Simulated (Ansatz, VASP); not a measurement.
## W in VASP and in Ansatz

```
CELL_PARAMETERS angstrom
-1.59217 1.59217 1.59217
1.59217 -1.59217 1.59217
1.59217 1.59217 -1.59217
ATOMIC_POSITIONS crystal
W 0.00000 0.00000 0.00000
```

Alike in both runs: task single point; functional PBE; k mesh 14 × 14 × 14; occupations fermi-dirac, width 0.6 eV; no spin polarisation.

|  | VASP | Ansatz |
| --- | --- | --- |
| version | VASP 6.6.1 | Ansatz 0.2.0 |
| potentials or method | VASP PAW PBE potentials, release 64 (W_sv), cutoff 520 eV | plane waves (420 eV) with PAW, scalar-relativistic |
| valence electrons in the cell | 14 | 14 |

Ansatz gave:

| Item | Value |
| --- | --- |
| pressure (GPa) | 4.3 |

Estimate VASP's values.

pressure (GPa): 4.8.

With one functional, cell and mesh, what is left measures potentials, basis and numerics.

Neither program's run includes spin-orbit coupling.
